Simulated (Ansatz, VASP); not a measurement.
HfC: VASP beside Ansatz

File INCAR:

```
SYSTEM = HfC
ALGO     = Normal         ! electronic algorithm
EDIFF    = 1E-7           ! SCF threshold, eV
ENCUT    = 520            ! plane-wave cutoff, eV
GGA      = PS             ! functional
ISIF     = 2              ! what is computed and relaxed
ISMEAR   = 0              ! smearing method
LASPH    = .TRUE.         ! aspherical terms in the spheres
LCHARG   = .TRUE.         ! write CHGCAR
LELF     = .TRUE.         ! ELF
LREAL    = .FALSE.        ! projectors in reciprocal space
LVHAR    = .TRUE.       
LWAVE    = .FALSE.        ! write WAVECAR
NBANDS   = 14             ! bands
NELM     = 80             ! most SCF steps
PREC     = Accurate       ! precision mode
SIGMA    = 0.15           ! smearing width, eV
```

KPOINTS

```
k-points
0
G
  18 18 18
  0 0 0
```

File POSCAR:

```
HfC
1.0
    0.0000000000      2.2552500000      2.2552500000
    2.2552500000      0.0000000000      2.2552500000
    2.2552500000      2.2552500000      0.0000000000
Hf C
1 1
Direct
    0.5000000000      0.5000000000      0.5000000000
    0.0000000000      0.0000000000      0.0000000000
```

Input for Ansatz:

```yaml
crystal:
  lattice:
    - [0.0, 2.25525, 2.25525]
    - [2.25525, 0.0, 2.25525]
    - [2.25525, 2.25525, 0.0]
  atoms:
    - { symbol: Hf, position: [0.5, 0.5, 0.5] }
    - { symbol: C, position: [0.0, 0.0, 0.0] }
basis:
  ecutwfc: 420
kpoints:
  mp_grid: { grid: [18, 18, 18] }
hamiltonian:
  xc: pbesol
scf:
  occupations: { method: gaussian, width: 0.15 }
output:
  forces: true
  stress: true
  eigenvalues: true
  write_density: true
  write_potential: true
  elf: true
  volumetric_format: npy
```

Change from the starting cell: strain -0.030 along x and y, -0.030 along z, atoms carried along.

Alike in both runs: task single point; functional PBEsol; k mesh 18 × 18 × 18; occupations gaussian, width 0.15 eV; no spin polarisation.

|  | VASP | Ansatz |
| --- | --- | --- |
| version | VASP 6.6.1 | Ansatz 0.2.0 |
| potentials or method | VASP PAW PBE potentials, release 64 (Hf_pv, C), cutoff 520 eV | scalar-relativistic, plane waves, PAW |
| valence electrons in the cell | 14 | 30 |

```csv
,VASP,Ansatz,Ansatz less VASP
gap on the k mesh at the Fermi level (eV),none,none,-
pressure (GPa),18.0,17.9,-0.10
```

VASP's potentials were made for PBE, not for PBEsol. A gap of «none» marks a metal or a gap that the smearing closes. With one functional, cell and mesh, what is left measures potentials, basis and numerics. VASP's potentials hold 14 valence electrons a cell and Ansatz's 30, so a difference there can come from the potentials and not from the codes.

Spin-orbit coupling is off throughout.
